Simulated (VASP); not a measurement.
Ge2Sb2Te5: single point with PBE

Crystal: Ge2Sb2Te5.

```
Ge Sb Te
1.0
     3.96550    0.00000    0.00000
    -1.98275    3.43422    0.00000
     0.00000    0.00000   17.78510
Ge Sb Te
2 2 5
Direct
  0.00000 0.00000 0.33147
  0.00000 0.00000 0.66853
  0.33333 0.66667 0.11216
  0.66667 0.33333 0.88784
  0.00000 0.00000 0.00000
  0.33333 0.66667 0.79136
  0.66667 0.33333 0.20864
  0.33333 0.66667 0.40975
  0.66667 0.33333 0.59025
```

```json
{
 "Program": "VASP 6.6.1",
 "Task": "single point",
 "Functional": "PBE",
 "Potentials or basis": "VASP PAW PBE potentials, release 64 (Ge_d, Sb, Te)",
 "Cutoff": "520 eV",
 "k mesh": "9 × 9 × 2",
 "Occupations": "gaussian, width 0.03 eV",
 "Spin": "no spin polarisation"
}
```

```
Pressure               : 10.7 GPa
Largest force          : 1.268 eV/Å
Band gap on the k mesh : zero (bands 34 and 35 overlap by 0.36 eV)
```

Forces on the atoms (eV/Å):
```
Ge   0.000  0.000 -0.845
Ge   0.000  0.000  0.845
Sb   0.000  0.000 -0.594
Sb   0.000  0.000  0.594
Te   0.000  0.000  0.000
Te   0.000  0.000 -1.268
Te   0.000  0.000  1.268
Te   0.000  0.000  1.044
Te   0.000  0.000 -1.044
```

Stress tensor (GPa, compression positive):
```
11.30  0.00  0.00
 0.00 11.30  0.00
 0.00  0.00  9.45
```

Levels at points of the mesh, in eV from the Fermi level:
```
           k point  band 31  band 32  band 33  band 34  band 35  band 36  band 37  band 38
(0.00, 0.00, 0.00)    -1.47    -0.81    -0.70     0.30     0.30     0.35     0.41     1.22
(0.00, 0.00, 0.50)    -1.48    -1.48    -0.39     0.28     0.32     0.32     0.45     1.15
```

Wall time 2.6 min on 1 thread of AMD EPYC 9R45 96-Core Processor (Zen 5), with other jobs on the host, peak memory 0.45 GiB.

Caveat: the cell stands under pressure; spin-orbit coupling is left out, which moves the levels of the heavy elements; this functional lacks dispersion, which binds the layers, so the pressure and a relaxed spacing across them are unreliable; forces of over 1 eV/Å act on the atoms, so gaps and moduli don't describe the material at rest.
